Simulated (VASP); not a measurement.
Runs of VASP 6.6.1 on NbC2. The structure is that of space group Pn-3m (No. 224), or close to it. The cells are those of the table. The cell was generated, and may not be a known phase.

```csv
task,spin,cell,k mesh,cutoff (eV),gap on the mesh (eV),pressure (GPa),relaxed volume (Å³/atom)
relaxation of cell and atoms,off,"relaxed from a = 4.668 Å, 6 atoms",8 × 8 × 8,600,none,0.0,16.91
single point,off,"a = 4.606 Å, 6 atoms",4 × 4 × 4,520,none,5.1,-
single point,off,"a = 4.668 Å, 6 atoms",8 × 8 × 8,520,none,(a),-
single point,off,"a = 4.668 Å, 6 atoms",4 × 4 × 4,520,none,-0.1,-
single point,collinear,"a = 4.668 Å, 6 atoms",4 × 4 × 4,520,none,-0.1,-
relaxation of cell and atoms,off,"relaxed from a = 4.606 Å, 6 atoms",4 × 4 × 4,600,none,0.0,16.94
```

Alike in all rows: level PBE; potentials or basis VASP PAW PBE potentials, release 64 (Nb_sv, C); smearing gaussian 0.1 eV.

Estimate the missing entries.

(a) -0.3.

Caveats: the cell stands under pressure (at least some runs).

A k mesh can miss the band edges, and the runs leave out spin-orbit coupling on Nb.

A gap of «none» marks levels without a gap at the run's occupations.
